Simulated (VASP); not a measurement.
Here is a VASP 6.6.1 calculation.

Contents of INCAR:

```
PREC     = Accurate       # precision mode
ENCUT    = 520            # plane-wave cutoff, eV
EDIFF    = 1E-6           # SCF threshold, eV
ISMEAR   = 0              # smearing method
SIGMA    = 0.2            # smearing width, eV
LREAL    = False          # projectors in reciprocal space
LASPH    = True           # aspherical terms in the spheres
NELM     = 100            # most SCF steps
ALGO     = Normal         # electronic algorithm
ISIF     = 2              # what is computed and relaxed
LWAVE    = False          # write WAVECAR
LCHARG   = True           # write CHGCAR
GGA      = PE             # functional
LELF     = True           # ELF
LVHAR    = True         
NBANDS   = 22             # bands
```

File KPOINTS:

```
Automatic mesh
0
Gamma
  4 4 3
```

The input POSCAR:

```
Be4Se3
1.0
    2.6722298965     -4.0417619258      0.0000000000
    2.6722298965      4.0417619258      0.0000000000
    0.0000000000      0.0000000000      6.1963211508
Be Se
4 3
Direct
    0.0000000000      0.5000000000      0.3971647367
    0.5000000000      0.0000000000      0.3971647367
    0.0000000000      0.5000000000      0.7160540510
    0.5000000000      0.0000000000      0.7160540510
    0.0000000000      0.5000000000      0.0565966417
    0.5000000000      0.0000000000      0.0565966417
    0.0000000000      0.0000000000      0.5564450812
```

Potentials or basis: VASP PAW PBE potentials, release 64 (Be, Se).

Launch:

```console
$ cat potpaw_PBE.64/Be/POTCAR potpaw_PBE.64/Se/POTCAR > POTCAR
$ mpirun -np 1 vasp_std > vasp.out
```

Q: What does it give for the pressure?

A: 0.2 GPa.

Q: Predict the band gap on the k mesh.

A: Zero (bands 13 and 14 overlap by 1.09 eV).

Q: What does it give for the largest force?

A: 0.021 eV/Å.

Stress tensor (GPa, compression positive):
```
0.11 0.00 0.00
0.00 0.14 0.00
0.00 0.00 0.29
```
